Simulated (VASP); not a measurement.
Write the native input for VASP 6.6.1 that does the following.

```
Task                   : single point
Functional             : LDA
Potentials or basis    : VASP PAW LDA potentials, release 64 (Te, Pt)
Cutoff                 : 520 eV
k mesh                 : 8 × 8 × 8
Occupations            : gaussian, width 0.05 eV
Spin                   : non-collinear spin, zero start, spin-orbit coupling
Starting moments       : [[0.0, 0.0, 0.0], [0.0, 0.0, 0.0], [0.0, 0.0, 0.0], [0.0, 0.0, 0.0]] μB
Dipole correction      : no
Further INCAR settings : ALGO = Normal; EDIFF = 1e-06; NBANDS = 46
```

The structure of TePt lies in POSCAR:

```
TePt
1.0
    1.9720293273      1.1385516630      6.7256138238
   -1.9720293273      1.1385516630      6.7256138238
    0.0000000000     -2.2771033259      6.7256138238
Te Pt
2 2
Direct
    0.5970714192      0.5970714192      0.5970714192
    0.4029285808      0.4029285808      0.4029285808
    0.8693660604      0.8693660604      0.8693660604
    0.1306339396      0.1306339396      0.1306339396
```

The input as run:

INCAR

```
SYSTEM = TePt
ALGO = Normal
EDIFF = 1E-6
ENCUT = 520
GGA_COMPAT = .False.
ISIF = 2
ISMEAR = 0
LASPH = .True.
LCHARG = .False.
LMAXMIX = 4
LNONCOLLINEAR = .True.
LORBIT = 11
LORBMOM = .True.
LREAL = .False.
LSORBIT = .True.
LWAVE = .False.
MAGMOM = 0 0 0 0 0 0 0 0 0 0 0 0
NBANDS = 46
NELM = 150
PREC = Accurate
SIGMA = 0.05
```

KPOINTS

```
k-points
0
Gamma
  8 8 8
  0 0 0
```

Potentials or basis: VASP PAW LDA potentials, release 64 (Te, Pt).

Command:

```console
$ cat potpaw_LDA.64/Te/POTCAR potpaw_LDA.64/Pt/POTCAR > POTCAR
$ mpirun -np 1 vasp_ncl > vasp.out
```

It gave:

| Item | Value |
| --- | --- |
| Pressure | -1.4 GPa |
| Largest force | 0.145 eV/Å |
| Net moment | 0.00 μB per cell |
| Valence electrons inside the program's atomic spheres | Te 3.36; Pt 9.45 |

Wall time 38 min on 1 thread of Oxide Virtual Turin-like Processor (shared host), peak memory 0.88 GiB.
